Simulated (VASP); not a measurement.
# HgTe (zinc blende type) in VASP: notebook, part 2 of 2

VASP 6.6.1. The steps go on from the part before.

### Step 3. Single point, PBE, non-collinear spin, zero start, spin-orbit coupling

The input, INCAR:

```
  PREC = Accurate
  ENCUT = 520
  EDIFF = 1E-6
  ISMEAR = -1
  SIGMA = 0.02
  LREAL = False
  LASPH = True
  NELM = 150
  ALGO = Normal
  ISIF = 2
  LWAVE = False
  LCHARG = False
  LNONCOLLINEAR = True
  MAGMOM = 0 0 0 0 0 0
  LORBIT = 11
  LSORBIT = True
  GGA_COMPAT = False
  LORBMOM = True
  GGA = PE
  NBANDS = 30
```

The input, KPOINTS:

```
regular mesh
0
Gamma
  6 6 6
```

The input, POSCAR:

```
HgTe
1.0
    0.0000000000      3.3300000000      3.3300000000
    3.3300000000      0.0000000000      3.3300000000
    3.3300000000      3.3300000000      0.0000000000
Hg Te
1 1
Direct
    0.0000000000      0.0000000000      0.0000000000
    0.2500000000      0.2500000000      0.2500000000
```

Potentials or basis: VASP PAW PBE potentials, release 64 (Hg, Te).

Launch:

```console
$ cat potpaw_PBE.64/Hg/POTCAR potpaw_PBE.64/Te/POTCAR > POTCAR
$ mpirun -np 1 vasp_ncl > vasp.out
```

OUTCAR:

```text
PREC = Accurate
   ENCUT = 520
   EDIFF = 1E-6
   ISMEAR = -1
   LREAL = False
   LASPH = True
   NELM = 150
   ISIF = 2
   LNONCOLLINEAR = True
   LORBIT = 11
   LSORBIT = True
   GGA = PE

 ion  position               nearest neighbor table
   1  0.000  0.000  0.000-   2 2.88   2 2.88   2 2.88   2 2.88
   2  0.250  0.250  0.250-   1 2.88   1 2.88   1 2.88   1 2.88

  LATTYP: Found a face centered cubic cell.
 ALAT       =     6.6600000000

  Lattice vectors:

 A1 = (   0.0000000000,   3.3300000000,   3.3300000000)
 A2 = (   3.3300000000,   0.0000000000,   3.3300000000)
 A3 = (   3.3300000000,   3.3300000000,   0.0000000000)

Analysis of symmetry for initial positions (statically):
=====================================================================
 Subroutine PRICEL returns:
 Original cell was already a primitive cell.

 Routine SETGRP: Setting up the symmetry group for a
 face centered cubic supercell.

 Subroutine GETGRP returns: Found 24 space group operations
 (whereof 24 operations were pure point group operations)
 out of a pool of 48 trial point group operations.

The static configuration has the point symmetry T_d .

Analysis of symmetry for dynamics (positions and initial velocities):
=====================================================================
 Subroutine PRICEL returns:
 Original cell was already a primitive cell.

 Routine SETGRP: Setting up the symmetry group for a
 face centered cubic supercell.

 Subroutine GETGRP returns: Found 24 space group operations
 (whereof 24 operations were pure point group operations)
 out of a pool of 48 trial point group operations.

The dynamic configuration has the point symmetry T_d .

Analysis of structural, dynamic, and magnetic symmetry:
=====================================================================
 Subroutine PRICEL returns:
 Original cell was already a primitive cell.

 Routine SETGRP: Setting up the symmetry group for a
 face centered cubic supercell.

 Subroutine GETGRP returns: Found 24 space group operations
 (whereof 24 operations were pure point group operations)
 out of a pool of 48 trial point group operations.

The overall configuration has the point symmetry T_d .

 Subroutine INISYM returns: Found 24 space group operations
 (whereof 24 operations are pure point group operations),
 and found     1 'primitive' translations

----------------------------------------------------------------------------------------

                                     Primitive cell

  volume of cell :      73.8521

  direct lattice vectors                    reciprocal lattice vectors
     0.000000000  3.330000000  3.330000000    -0.150150150  0.150150150  0.150150150
     3.330000000  0.000000000  3.330000000     0.150150150 -0.150150150  0.150150150
     3.330000000  3.330000000  0.000000000     0.150150150  0.150150150 -0.150150150

  length of vectors
     4.709331163  4.709331163  4.709331163     0.260067689  0.260067689  0.260067689

  position of ions in fractional coordinates (direct lattice)
     0.000000000  0.000000000  0.000000000
[... 861 lines left out ...]
  Direction    XX          YY          ZZ          XY          YZ          ZX
  --------------------------------------------------------------------------------------
  -------------------------------------------------------------------------------------
  Total       -0.1110913     -0.1110913     -0.1110913     -0.0000000      0.0000000      0.0000000
  in kB       -2.4100604     -2.4100604     -2.4100604     -0.0000000      0.0000000      0.0000000
  external PRESSURE =      -2.4100604 kB  Pullay stress =       0.0000000 kB

 VOLUME and BASIS-vectors are now :
 -----------------------------------------------------------------------------
  energy-cutoff  :      520.00
  volume of cell :       73.85
      direct lattice vectors                 reciprocal lattice vectors
     0.000000000  3.330000000  3.330000000    -0.150150150  0.150150150  0.150150150
     3.330000000  0.000000000  3.330000000     0.150150150 -0.150150150  0.150150150
     3.330000000  3.330000000  0.000000000     0.150150150  0.150150150 -0.150150150

 POSITION                                       TOTAL-FORCE (eV/Angst)
 -----------------------------------------------------------------------------------
      0.00000      0.00000      0.00000         0.000000      0.000000      0.000000
      1.66500      1.66500      1.66500        -0.000000     -0.000000     -0.000000
 -----------------------------------------------------------------------------------
    total drift:                                0.000000      0.000000      0.000000

  FREE ENERGIE OF THE ION-ELECTRON SYSTEM (eV)
  ---------------------------------------------------
  free  energy   TOTEN  =        -4.0352860520 eV

  energy  without entropy=       -4.0350289976  energy(sigma->0) =       -4.03515752

 orbital moment (x)

 # of ion     p       d       tot
 ----------------------------------------
  1        -0.000   0.000   0.000
  2         0.000   0.000   0.000
 ----------------------------------------
            0.000   0.000   0.000

 orbital moment (y)

 # of ion     p       d       tot
 ----------------------------------------
  1         0.000   0.000   0.000
  2         0.000   0.000   0.000
 ----------------------------------------
            0.000   0.000   0.000

 orbital moment (z)

 # of ion     p       d       tot
 ----------------------------------------
  1         0.000   0.000   0.000
  2         0.000   0.000   0.000
 ----------------------------------------
            0.000   0.000   0.000

 Spin-Orbit-Coupling matrix elements

 Ion:    1  E_soc:     -0.5695584
 l=   1
     0.0000000    -0.0284640    -0.0284640
    -0.0284640     0.0000000    -0.0284640
    -0.0284640    -0.0284640     0.0000000
 l=   2
     0.0000000    -0.0131074     0.0000000    -0.0131074    -0.0533550
    -0.0131074     0.0000000    -0.0400163    -0.0131074    -0.0133388
     0.0000000    -0.0400163     0.0000000    -0.0400163     0.0000000
    -0.0131074    -0.0131074    -0.0400163     0.0000000    -0.0133388
    -0.0533550    -0.0133388     0.0000000    -0.0133388     0.0000000
 l=   3
     0.0000000     0.0000000     0.0000000     0.0000000     0.0000000     0.0000000     0.0000000
     0.0000000     0.0000000     0.0000000     0.0000000     0.0000000     0.0000000     0.0000000
     0.0000000     0.0000000     0.0000000     0.0000000     0.0000000     0.0000000     0.0000000
     0.0000000     0.0000000     0.0000000     0.0000000     0.0000000     0.0000000     0.0000000
     0.0000000     0.0000000     0.0000000     0.0000000     0.0000000     0.0000000     0.0000000
     0.0000000     0.0000000     0.0000000     0.0000000     0.0000000     0.0000000     0.0000000
     0.0000000     0.0000000     0.0000000     0.0000000     0.0000000     0.0000000     0.0000000

 Ion:    2  E_soc:     -0.2275321
 l=   1
     0.0000000    -0.0378063    -0.0378063
    -0.0378063     0.0000000    -0.0378063
    -0.0378063    -0.0378063     0.0000000
 l=   2
     0.0000000    -0.0000465     0.0000000    -0.0000465    -0.0000692
    -0.0000465     0.0000000    -0.0000519    -0.0000465    -0.0000173
     0.0000000    -0.0000519     0.0000000    -0.0000519     0.0000000
    -0.0000465    -0.0000465    -0.0000519     0.0000000    -0.0000173
    -0.0000692    -0.0000173     0.0000000    -0.0000173     0.0000000
 l=   3
     0.0000000     0.0000000     0.0000000     0.0000000     0.0000000     0.0000000     0.0000000
     0.0000000     0.0000000     0.0000000     0.0000000     0.0000000     0.0000000     0.0000000
     0.0000000     0.0000000     0.0000000     0.0000000     0.0000000     0.0000000     0.0000000
     0.0000000     0.0000000     0.0000000     0.0000000     0.0000000     0.0000000     0.0000000
     0.0000000     0.0000000     0.0000000     0.0000000     0.0000000     0.0000000     0.0000000
     0.0000000     0.0000000     0.0000000     0.0000000     0.0000000     0.0000000     0.0000000
     0.0000000     0.0000000     0.0000000     0.0000000     0.0000000     0.0000000     0.0000000

 total charge

# of ion       s       p       d       tot
------------------------------------------
    1        0.741   0.363   9.362  10.466
    2        1.375   1.939   0.025   3.338
--------------------------------------------------
tot          2.116   2.301   9.387  13.805

 magnetization (x)

# of ion       s       p       d       tot
------------------------------------------
    1        0.000   0.000   0.000   0.000
    2        0.000   0.000  -0.000   0.000
--------------------------------------------------
tot          0.000   0.000   0.000   0.000

 magnetization (y)

# of ion       s       p       d       tot
------------------------------------------
    1        0.000   0.000   0.000   0.000
    2        0.000   0.000  -0.000   0.000
--------------------------------------------------
tot          0.000   0.000  -0.000   0.000

 magnetization (z)

# of ion       s       p       d       tot
------------------------------------------
    1       -0.000  -0.000   0.000  -0.000
    2       -0.000   0.000  -0.000   0.000
--------------------------------------------------
tot         -0.000  -0.000   0.000  -0.000
```

stdout:

```text
POSCAR found type information on POSCAR HgTe
 POSCAR found :  2 types and       2 ions
 scaLAPACK will be used
 LDA part: xc-table for (Slater+PW92), standard interpolation
 POSCAR, INCAR and KPOINTS ok, starting setup
 FFT: planning ... GRIDC
 FFT: planning ... GRID_SOFT
 FFT: planning ... GRID
 WAVECAR not read
 entering main loop
```

Wall time 69 s (1 thread of AMD EPYC 9R45 (Zen 5), shared host); peak memory 0.38 GiB.

Results:

| Item | Value |
| --- | --- |
| Free energy | -4.0353 eV |
| Pressure | -0.2 GPa |
| Net moment | 0.00 μB per cell |
| Valence electrons inside the program's atomic spheres | Hg 10.47; Te 3.34 |

Moments on the atoms (μB; x, y, z):
```
Hg  0.00 0.00 0.00
Te  0.00 0.00 0.00
```
